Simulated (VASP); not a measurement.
Here is a VASP 6.6.1 calculation.

The input INCAR:

```
SYSTEM = B12HN12
  PREC = Accurate
  ENCUT = 520
  EDIFF = 1E-6
  ISMEAR = 0
  SIGMA = 0.02
  LREAL = Auto
  LASPH = .True.
  NELM = 60
  ALGO = Normal
  ISIF = 2
  LWAVE = .False.
  LCHARG = .True.
  GGA = PE
  IVDW = 12
  LELF = .True.
  LVHAR = .True.
  NELECT = 96.0
  NBANDS = 66
```

The input KPOINTS:

```
Automatic mesh
0
Gamma
  2 2 2
  0.5 0.5 0.5
```

File POSCAR:

```
B12HN12
1.0
   -3.7615274009     -3.3394822066     -4.3376638254
    3.7615274009     -3.3394822066      4.3376638254
   -3.7615274009      3.3394822066      4.3376638254
B N H
12 12 1
Direct
    0.1712288629      0.7545677569      0.9169039238
    0.9983993903     -0.0056513586      0.0014719011
    0.3307554558      0.5010757470      0.8230088771
    0.8195532170      0.2365036609      0.0854291580
    0.6988025804      0.5268467597      0.1671202684
    0.1621059043      0.2450640912      0.4164756298
    0.5174006894      0.7728832428      0.2553977474
    0.3360109847      0.0016235695      0.3360777260
    0.9964648573      0.4975984747      0.4981445655
    0.8376146583      0.7538201183      0.5831518178
    0.6453061647     -0.0223388239      0.6672975666
    0.4982957995      0.2468845057      0.7506071945
    0.1703599868      0.0856587720      0.2509446188
    0.9924513364      0.3253764904      0.3336635772
    0.3413225495      0.8412381598      0.1675764122
    0.8432886973      0.5946326202      0.4143222119
    0.6622986880      0.8287831546      0.4996706611
    0.1618754700      0.5791841633      0.7486179906
    0.4914554193      0.0728721331      0.5854934086
    0.3300425025      0.3292828889      0.6666828193
    1.0033862784      0.8357462879      0.8328328491
    0.7965464608      0.0431971082      0.9197499842
    0.6727504188      0.3390863808      1.0009866145
    0.5584964331      0.6479838345      0.0777948107
    0.6641600156      0.8057700688      0.0271291644
```

Potentials or basis: VASP PAW PBE potentials, release 64 (B, N, H).

Run with:

```bash
$ cat potpaw_PBE.64/B/POTCAR potpaw_PBE.64/N/POTCAR potpaw_PBE.64/H/POTCAR > POTCAR
$ mpirun -np 1 vasp_std > vasp.out
```

Task: What does it give for the dispersion energy per atom?

Result: -0.140 eV.

Task: Predict the largest force.

Result: 1.125 eV/Å.

Forces in eV/Å, atoms in the order of the input:
```
B    0.042  0.018  0.009
B    0.102 -0.056  0.036
B    0.118  0.074 -0.069
B    0.004 -0.108 -0.057
B   -0.055 -0.024 -0.042
B    0.030 -0.002 -0.019
B    0.016  0.039  0.108
B    0.044  0.035  0.020
B    0.030  0.018 -0.028
B    0.012 -0.015  0.016
B    0.006 -0.156  0.044
B    0.012 -0.020 -0.006
N    0.051  0.036 -0.010
N    0.037  0.011 -0.003
N    0.029  0.020  0.000
N    0.027  0.004 -0.003
N    0.019 -0.017 -0.040
N    0.017  0.012  0.019
N    0.056 -0.030  0.002
N    0.020  0.022  0.014
N    0.014  0.015 -0.008
N    0.134 -0.560 -0.016
N    0.050  0.001  0.008
N   -0.002 -0.095  0.010
H   -0.814  0.777  0.012
```

Caveat: the k points lie up to 0.63 Å⁻¹ apart; the cell carries a net charge on a neutralising background, which shifts energy and pressure.
